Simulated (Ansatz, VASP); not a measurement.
Two plane-wave programs on CdSe

INCAR

```
PREC = Accurate
ENCUT = 450
EDIFF = 1E-7
ISMEAR = 0
SIGMA = 0.02
LREAL = F
LASPH = T
NELM = 120
ALGO = Normal
ISIF = 2
LWAVE = F
LCHARG = F
IBRION = 2
NSW = 60
EDIFFG = -0.002
GGA_COMPAT = F
NELMIN = 4
```

File KPOINTS:

```
Automatic mesh
0
Gamma
  10 10 10
```

POSCAR

```
CdSe
1.0
    0.0279856481      3.0020176864      2.9740320383
    3.0020176864      0.0279856481      2.9740320383
    3.0300033346      3.0300033346      0.0000000000
Cd Se
1 1
Direct
    0.0018095923      0.0018095923     -0.0018095923
    0.2481904077      0.2481904077      0.2518095923
```

Input for Ansatz:

```yaml
crystal:
  lattice:
    - [0.0279856481, 3.0020176864, 2.9740320383]
    - [3.0020176864, 0.0279856481, 2.9740320383]
    - [3.0300033346, 3.0300033346, 0.0]
  atoms:
    - { symbol: Cd, position: [0.0018095923, 0.0018095923, -0.0018095923] }
    - { symbol: Se, position: [0.2481904077, 0.2481904077, 0.2518095923] }
basis:
  ecutwfc: 420
kpoints:
  mp_grid: { grid: [10, 10, 10] }
hamiltonian:
  xc: lda
  pseudopotentials: { kind: paw, azcp: { folder: soft_1 } }
scf:
  occupations: { method: gaussian, width: 0.02 }
output:
  forces: true
  stress: true
  eigenvalues: true
relax:
  adjacent_minimum: "off"
  f_tol: 0.002
  max_steps: 40
```

Change from the starting cell: strained cell.

Alike in both runs: task relaxation of the atoms; functional LDA; k mesh 10 × 10 × 10; occupations gaussian, width 0.02 eV; no spin polarisation.

```csv
,VASP,Ansatz
version,VASP 6.6.1,Ansatz 0.2.0
potentials or method,"VASP PAW LDA potentials, release 64 (Cd, Se), cutoff 450 eV","scalar-relativistic, plane waves, PAW"
valence electrons in the cell,18,36
```

Ansatz gave:

| Quantity | Value |
| --- | --- |
| gap on the k mesh at the Fermi level, each at its own relaxed structure (eV) | 0.39 |

**Question.** Estimate VASP's values.

**Answer.** gap on the k mesh at the Fermi level, each at its own relaxed structure (eV): 0.43.

Ansatz warns that its potentials were made for another functional, while VASP's fit it. LDA's correlation is that of Perdew and Zunger in VASP and of Perdew and Wang (1992) in Ansatz. VASP's potentials hold 18 valence electrons a cell and Ansatz's 36, so a difference there can come from the potentials and not from the codes. Ansatz's warnings: stress scf threshold loose.
